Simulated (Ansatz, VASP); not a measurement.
**Rh: VASP beside Ansatz**

The input INCAR:

```
SYSTEM = Rh
PREC = Accurate
ENCUT = 520
EDIFF = 1E-6
ISMEAR = 0
SIGMA = 0.15
LREAL = .FALSE.
LASPH = .TRUE.
NELM = 80
ALGO = Fast
ISIF = 2
LWAVE = .FALSE.
LCHARG = .FALSE.
GGA = PS
NBANDS = 22
```

Contents of KPOINTS:

```
regular mesh
0
G
  21 21 12
  0 0 0
```

POSCAR

```
Rh
1.0
    2.7959217148      0.0000000000      0.0000000000
   -1.3979608574      2.4213392320      0.0000000000
    0.0000000000      0.0000000000      4.3244521162
Rh
2
Direct
    0.6666666667      0.3333333333      0.7500000000
    0.3333333333      0.6666666667      0.2500000000
```

Input for Ansatz:

```yaml
crystal:
  lattice:
    - [2.7959217148, 0.0, 0.0]
    - [-1.3979608574, 2.421339232, 0.0]
    - [0.0, 0.0, 4.3244521162]
  atoms:
    - { symbol: Rh, position: [0.6666666667, 0.3333333333, 0.75] }
    - { symbol: Rh, position: [0.3333333333, 0.6666666667, 0.25] }
basis:
  ecutwfc: 420
kpoints:
  mp_grid: { grid: [21, 21, 12] }
hamiltonian:
  xc: pbesol
  pseudopotentials: { kind: paw, azcp: { folder: soft_1 } }
scf:
  occupations: { method: gaussian, width: 0.15 }
output:
  forces: true
  stress: true
  eigenvalues: true
```

Alike in both runs: task single point; functional PBEsol; k mesh 21 × 21 × 12; occupations gaussian, width 0.15 eV; no spin polarisation.

```csv
,VASP,Ansatz
version,VASP 6.6.1,Ansatz 0.2.0
potentials or method,"VASP PAW PBE potentials, release 64 (Rh_pv), cutoff 520 eV","scalar-relativistic, plane waves, PAW"
valence electrons in the cell,30,34
```

|  | VASP | Ansatz | Ansatz less VASP |
| --- | --- | --- | --- |
| gap on the k mesh at the Fermi level (eV) | none | none | - |
| pressure (GPa) | -17.8 | -17.7 | +0.01 |
| traceless stress, the component that is largest in VASP (GPa) | 5.30 | 5.31 | +0.008 |

VASP's potentials were made for PBE, not for PBEsol, and Ansatz warns of the same on its side. A gap of «none» marks a metal or a gap that the smearing closes. VASP's potentials hold 30 valence electrons a cell and Ansatz's 34, so a difference there can come from the potentials and not from the codes.
